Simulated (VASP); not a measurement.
# RbBr (Pm-3m) in VASP: vibrations by perturbation theory with LDA

Aim: the vibrations by perturbation theory of RbBr with LDA.

All numbers are computed with VASP 6.6.1; they aren't measurements. Logs are shortened: lines on timing, memory, paths and dates and some standing lists are left out, and cuts for length are marked.

## Step 1: The cell of the first run

The structure is cubic, space group Pm-3m (No. 221). The conventional cell has a = 4.126 Å, b = 4.126 Å, c = 4.126 Å, α = 90.00°, β = 90.00°, γ = 90.00°. Rb (site symmetry m-3m) has 8 Br at 3.57 Å and 6 Rb at 4.13 Å within 4.7 Å. Br (site symmetry m-3m) has 8 Rb at 3.57 Å and 6 Br at 4.13 Å within 4.7 Å.

## Step 2: Vibrations by perturbation theory, LDA

Contents of INCAR:

```
PREC = Accurate
ENCUT = 520
EDIFF = 1E-8
ISMEAR = 0
SIGMA = 0.01
LREAL = False
LASPH = True
NELM = 60
ALGO = Normal
ISIF = 2
LWAVE = False
LCHARG = False
NBANDS = 15
IBRION = 8
NSW = 1
LEPSILON = True
```

Contents of KPOINTS:

```
Automatic mesh
0
Gamma
  4 4 4
```

Contents of POSCAR:

```
RbBr
1.0
    4.1260773000      0.0000000000      0.0000000000
    0.0000000000      4.1260773000      0.0000000000
    0.0000000000      0.0000000000      4.1260773000
Rb Br
1 1
Direct
    0.0000000000      0.0000000000      0.0000000000
    0.5000000000      0.5000000000      0.5000000000
```

Potentials or basis: VASP PAW LDA potentials, release 64 (Rb_sv, Br).

The run is started by

```sh
> cat potpaw_LDA.64/Rb_sv/POTCAR potpaw_LDA.64/Br/POTCAR > POTCAR
> mpirun -np 1 vasp_std > vasp.out
```

OUTCAR:

```text
PREC = Accurate
   ENCUT = 520
   EDIFF = 1E-8
   ISMEAR = 0
   LREAL = False
   LASPH = True
   NELM = 60
   ISIF = 2
   IBRION = 8
   NSW = 1
   LEPSILON = True

 ion  position               nearest neighbor table
   1  0.000  0.000  0.000-   2 3.57   2 3.57   2 3.57   2 3.57   2 3.57   2 3.57   2 3.57   2 3.57

   2  0.500  0.500  0.500-   1 3.57   1 3.57   1 3.57   1 3.57   1 3.57   1 3.57   1 3.57   1 3.57

  LATTYP: Found a simple cubic cell.
 ALAT       =     4.1260773000

  Lattice vectors:

 A1 = (   4.1260773000,   0.0000000000,   0.0000000000)
 A2 = (   0.0000000000,   4.1260773000,   0.0000000000)
 A3 = (   0.0000000000,   0.0000000000,   4.1260773000)

Analysis of symmetry for initial positions (statically):
=====================================================================
 Subroutine PRICEL returns:
 Original cell was already a primitive cell.

 Routine SETGRP: Setting up the symmetry group for a
 simple cubic supercell.

 Subroutine GETGRP returns: Found 48 space group operations
 (whereof 48 operations were pure point group operations)
 out of a pool of 48 trial point group operations.

The static configuration has the point symmetry O_h .

Analysis of symmetry for dynamics (positions and initial velocities):
=====================================================================
 Subroutine PRICEL returns:
 Original cell was already a primitive cell.

 Routine SETGRP: Setting up the symmetry group for a
 simple cubic supercell.

 Subroutine GETGRP returns: Found 48 space group operations
 (whereof 48 operations were pure point group operations)
 out of a pool of 48 trial point group operations.

The dynamic configuration has the point symmetry O_h .

 Subroutine INISYM returns: Found 48 space group operations
 (whereof 48 operations are pure point group operations),
 and found     1 'primitive' translations

----------------------------------------------------------------------------------------

                                     Primitive cell

  volume of cell :      70.2445

  direct lattice vectors                    reciprocal lattice vectors
     4.126077300  0.000000000  0.000000000     0.242360947  0.000000000  0.000000000
     0.000000000  4.126077300  0.000000000     0.000000000  0.242360947  0.000000000
     0.000000000  0.000000000  4.126077300     0.000000000  0.000000000  0.242360947

  length of vectors
     4.126077300  4.126077300  4.126077300     0.242360947  0.242360947  0.242360947

  position of ions in fractional coordinates (direct lattice)
     0.000000000  0.000000000  0.000000000
     0.500000000  0.500000000  0.500000000

  ion indices of the primitive-cell ions
   primitive index   ion index
                 1           1
                 2           2

----------------------------------------------------------------------------------------

 KPOINTS: Automatic mesh

Automatic generation of k-mesh.
 Grid dimensions read from file:
 generate k-points for:    4    4    4

 Generating k-lattice:

  Cartesian coordinates                     Fractional coordinates (reciprocal lattice)
     0.060590237  0.000000000  0.000000000     0.250000000  0.000000000  0.000000000
     0.000000000  0.060590237  0.000000000     0.000000000  0.250000000  0.000000000
     0.000000000  0.000000000  0.060590237     0.000000000  0.000000000  0.250000000

  Length of vectors
     0.060590237  0.060590237  0.060590237

  Shift w.r.t. Gamma in fractional coordinates (k-lattice)
     0.000000000  0.000000000  0.000000000

 Subroutine IBZKPT returns following result:
 ===========================================

 Found     10 irreducible k-points:

 Following reciprocal coordinates:
            Coordinates               Weight
  0.000000  0.000000  0.000000      1.000000
  0.250000  0.000000  0.000000      6.000000
[... 268 lines left out ...]
      direct lattice vectors                 reciprocal lattice vectors
     4.126077300  0.000000000  0.000000000     0.242360947  0.000000000  0.000000000
     0.000000000  4.126077300  0.000000000     0.000000000  0.242360947  0.000000000
     0.000000000  0.000000000  4.126077300     0.000000000  0.000000000  0.242360947

 POSITION                                       TOTAL-FORCE (eV/Angst)
 -----------------------------------------------------------------------------------
      0.00000      0.00000      0.00000         0.000000      0.000000      0.000000
      2.06304      2.06304      2.06304         0.000000      0.000000      0.000000
 -----------------------------------------------------------------------------------
    total drift:                                0.000000      0.000000     -0.000000

  FREE ENERGIE OF THE ION-ELECTRON SYSTEM (eV)
  ---------------------------------------------------
  free  energy   TOTEN  =        -6.6654303256 eV

  energy  without entropy=       -6.6654303256  energy(sigma->0) =       -6.66543033

 HEAD OF MICROSCOPIC STATIC DIELECTRIC TENSOR (INDEPENDENT PARTICLE, excluding Hartree and local field effects)
 ------------------------------------------------------
           3.381392    -0.000000     0.000000
           0.000000     3.381392     0.000000
           0.000000     0.000000     3.381392
 ------------------------------------------------------

 Free energy of the ion-electron system (eV)
  ---------------------------------------------------
  ---------------------------------------------------
  free energy    TOTEN  =        -0.43426037 eV

  energy without entropy =       -0.43426037

------------------------ aborting loop because EDIFF is reached ----------------------------------------

--------------------------------------- Ionic step        2  -------------------------------------------

------------------------ aborting loop because EDIFF is reached ----------------------------------------

--------------------------------------- Ionic step        3  -------------------------------------------

------------------------ aborting loop because EDIFF is reached ----------------------------------------

 PIEZOELECTRIC TENSOR FIELD DIRECTION 3  (e Angst)
 -----------------------------------------------------------------------------
    -0.00017  0.00000 -0.00000           (  0.00000  0.00000  0.00000)
     0.00000 -0.00017  0.00000           (  0.00000  0.00000 -0.00000)
     0.00000 -0.00000 -0.00120           (  0.00000 -0.00000  0.00001)

 PIEZOELECTRIC TENSOR FIELD DIRECTION 3  (C/m^2)
 -----------------------------------------------------------------------------
    -0.00004  0.00000 -0.00000
     0.00000 -0.00004  0.00000
     0.00000 -0.00000 -0.00027

--------------------------------------- Ionic step        4  -------------------------------------------

------------------------ aborting loop because EDIFF is reached ----------------------------------------

[... ionic steps 5 to 6 ...]

--------------------------------------- Ionic step        7  -------------------------------------------

 Free energy of the ion-electron system (eV)
  ---------------------------------------------------
  ---------------------------------------------------
  free energy    TOTEN  =        -0.14378720 eV

  energy without entropy =       -0.14378720

------------------------ aborting loop because EDIFF is reached ----------------------------------------

 INTERNAL STRAIN TENSOR  FOR ION    2  DIRECTION 1   (eV/Angst):
 -----------------------------------------------------------------------------
     0.00745 -0.00000  0.00000
    -0.00000  0.00304 -0.00000
     0.00000 -0.00000  0.00304

 MACROSCOPIC STATIC DIELECTRIC TENSOR (including local field effects in DFT)
 ------------------------------------------------------
           3.033916     0.000000    -0.000000
          -0.000000     3.033916     0.000000
           0.000000    -0.000000     3.033916
 ------------------------------------------------------

 PIEZOELECTRIC TENSOR (including local field effects)  for field in x, y, z        (e  Angst)
          XX          YY          ZZ          XY          YZ          ZX
  --------------------------------------------------------------------------------
  x     0.00000     0.00000     0.00000     0.00000     0.00000     0.00000
  y     0.00000     0.00000     0.00000     0.00000     0.00000     0.00000
  z     0.00000     0.00000     0.00000     0.00000     0.00000     0.00000

 PIEZOELECTRIC TENSOR (including local field effects)  for field in x, y, z        (C/m^2)
          XX          YY          ZZ          XY          YZ          ZX
  --------------------------------------------------------------------------------
  x     0.00000     0.00000     0.00000     0.00000     0.00000     0.00000
  y     0.00000     0.00000     0.00000     0.00000     0.00000     0.00000
  z     0.00000     0.00000     0.00000     0.00000     0.00000     0.00000

 BORN EFFECTIVE CHARGES (including local field effects) (in |e|, cummulative output)
 ---------------------------------------------------------------------------------
 ion    1
    1     1.26379    -0.00000     0.00000
    2    -0.00000     1.26379     0.00000
    3    -0.00000     0.00000     1.26379
 ion    2
    1    -1.26379     0.00000    -0.00000
    2     0.00000    -1.26379    -0.00000
    3     0.00000    -0.00000    -1.26379

 INTERNAL STRAIN TENSOR FOR ION    2 for displacements in x,y,z  (eV/Angst):
          X           Y           Z          XY          YZ          ZX
  --------------------------------------------------------------------------------
  x     0.00000     0.00000     0.00000     0.00000     0.00000     0.00000
  y     0.00000     0.00000     0.00000     0.00000     0.00000     0.00000
  z     0.00000     0.00000     0.00000     0.00000     0.00000     0.00000

 SECOND DERIVATIVES (NOT SYMMETRIZED)
 ------------------------------------
               1X          1Y          1Z          2X          2Y          2Z
  1X    -0.546691   -0.000000   -0.000000    0.546691    0.000000    0.000000
  1Y    -0.000000   -0.546691   -0.000000    0.000000    0.546691    0.000000
  1Z    -0.000000   -0.000000   -0.546691    0.000000    0.000000    0.546691
  2X     0.545700   -0.000000    0.000000   -0.545700    0.000000   -0.000000
  2Y     0.000000    0.545700    0.000000   -0.000000   -0.545700   -0.000000
  2Z    -0.000000    0.000000    0.545700    0.000000   -0.000000   -0.545700

 Eigenvectors and eigenvalues of the dynamical matrix
 ----------------------------------------------------

   1 f  =    1.797890 THz    11.296477 2PiTHz   59.971159 cm-1     7.435473 meV
             X         Y         Z           dx          dy          dz
      0.000000  0.000000  0.000000     0.000000   -0.695435   -0.000000
      2.063039  2.063039  2.063039    -0.000000    0.718589   -0.000000
[... 21 lines left out ...]
   6 f/i=    0.000815 THz     0.005121 2PiTHz    0.027186 cm-1     0.003371 meV
             X         Y         Z           dx          dy          dz
      0.000000  0.000000  0.000000     0.236345    0.029118   -0.677984
      2.063039  2.063039  2.063039     0.228730    0.028179   -0.656139

--------------------------------------------------------------------------------------------------------

 MACROSCOPIC STATIC DIELECTRIC TENSOR IONIC CONTRIBUTION
 ------------------------------------------------------
           7.532786    -0.000000     0.000000
          -0.000000     7.532786     0.000000
           0.000000     0.000000     7.532786
 ------------------------------------------------------

 ELASTIC MODULI CONTR FROM IONIC RELAXATION (kBar)
 Direction    XX          YY          ZZ          XY          YZ          ZX
 --------------------------------------------------------------------------------
 XX           0.0000      0.0000      0.0000      0.0000      0.0000      0.0000
 YY           0.0000      0.0000      0.0000      0.0000      0.0000      0.0000
 ZZ           0.0000      0.0000      0.0000      0.0000      0.0000      0.0000
 XY           0.0000      0.0000      0.0000      0.0000      0.0000      0.0000
 YZ           0.0000      0.0000      0.0000      0.0000      0.0000      0.0000
 ZX           0.0000      0.0000      0.0000      0.0000      0.0000      0.0000
 --------------------------------------------------------------------------------

 PIEZOELECTRIC TENSOR IONIC CONTR  for field in x, y, z        (C/m^2)
          XX          YY          ZZ          XY          YZ          ZX
  --------------------------------------------------------------------------------
  x     0.00000     0.00000     0.00000     0.00000     0.00000     0.00000
  y     0.00000     0.00000     0.00000     0.00000     0.00000     0.00000
  z     0.00000     0.00000     0.00000     0.00000     0.00000     0.00000
```

It took 4.5 min on 1 thread of AMD EPYC 7R13, shared host; peak memory 0.18 GiB.

Results:

```
Electronic dielectric tensor (diagonal)                 : 3.03
Born charges (mean of the diagonal)                     : Rb +1.26; Br -1.26 e
Highest phonon frequency at Γ, LO-TO splitting left out : 60 cm⁻¹
```

Phonon frequencies in cm⁻¹ (negative: imaginary):
```csv
q point,frequencies
"(0.000, 0.000, 0.000)",0 0 0 60 60 60
```

Electronic dielectric tensor:
```
3.03 0.00 0.00
0.00 3.03 0.00
0.00 0.00 3.03
```

Born effective charge tensors (e):
atom 1, Rb
```
1.26 0.00 0.00
0.00 1.26 0.00
0.00 0.00 1.26
```
atom 2, Br
```
-1.26  0.00  0.00
 0.00 -1.26  0.00
 0.00  0.00 -1.26
```

Caveat: the k points lie up to 0.38 Å⁻¹ apart; the cell stands under pressure or tension, which shifts response properties.
